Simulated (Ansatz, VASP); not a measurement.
## One calculation of TaN, two programs

Contents of INCAR:

```
PREC = Accurate ; ENCUT = 520
EDIFF = 1E-7 ; ISMEAR = 0
SIGMA = 0.1 ; LREAL = False
LASPH = True ; NELM = 100
ALGO = Normal ; ISIF = 2
LWAVE = False ; LCHARG = False
GGA = PS ; NBANDS = 15
```

Contents of KPOINTS:

```
Automatic mesh
0
Gamma
  18 18 14
```

The input POSCAR:

```
TaN
1.0
    2.7400071153      0.0000000000      0.0000000000
   -1.3700035577      2.3729157685      0.0000000000
    0.0000000000      0.0000000000      2.9481846300
Ta N
1 1
Direct
    0.3333333333      0.6666666667      0.5867152272
    0.0000000000      0.0000000000     -0.0867152272
```

Input for Ansatz:

```yaml
crystal:
  lattice:
    - [2.7400071153, 0.0, 0.0]
    - [-1.3700035577, 2.3729157685, 0.0]
    - [0.0, 0.0, 2.94818463]
  atoms:
    - { symbol: Ta, position: [0.3333333333, 0.6666666667, 0.5867152272] }
    - { symbol: "N", position: [0.0, 0.0, -0.0867152272] }
basis:
  ecutwfc: 420
kpoints:
  mp_grid: { grid: [18, 18, 14] }
hamiltonian:
  xc: pbesol
scf:
  occupations: { method: gaussian, width: 0.1 }
output:
  forces: true
  stress: true
  eigenvalues: true
```

Alike in both runs: task single point; functional PBEsol; k mesh 18 × 18 × 14; occupations gaussian, width 0.1 eV; no spin polarisation.

|  | VASP | Ansatz |
| --- | --- | --- |
| version | VASP 6.6.1 | Ansatz 0.2.0 |
| potentials or method | VASP PAW PBE potentials, release 64 (Ta_pv, N), cutoff 520 eV | scalar-relativistic, plane waves, PAW |
| valence electrons in the cell | 16 | 18 |

```csv
,VASP,Ansatz,Ansatz less VASP
gap on the k mesh at the Fermi level (eV),none,none,-
pressure (GPa),123.9,120.6,-3.28
"traceless stress, the component that is largest in VASP (GPa)",-48.05,-47.19,+0.866
rms of the force components (eV/Å),6.647,6.522,-0.1250
```

VASP's potentials were made for PBE, not for PBEsol. Atom by atom the forces differ by 0.125 eV/Å (rms over components). A gap of «none» marks a metal or a gap that the smearing closes. Both programs put the cell under a high pressure, so it lies far from rest at this level. VASP's potentials hold 16 valence electrons a cell and Ansatz's 18, so a difference there can come from the potentials and not from the codes.

Neither program's run includes spin-orbit coupling. Noted on VASP's run: the cell as given lies far from equilibrium.
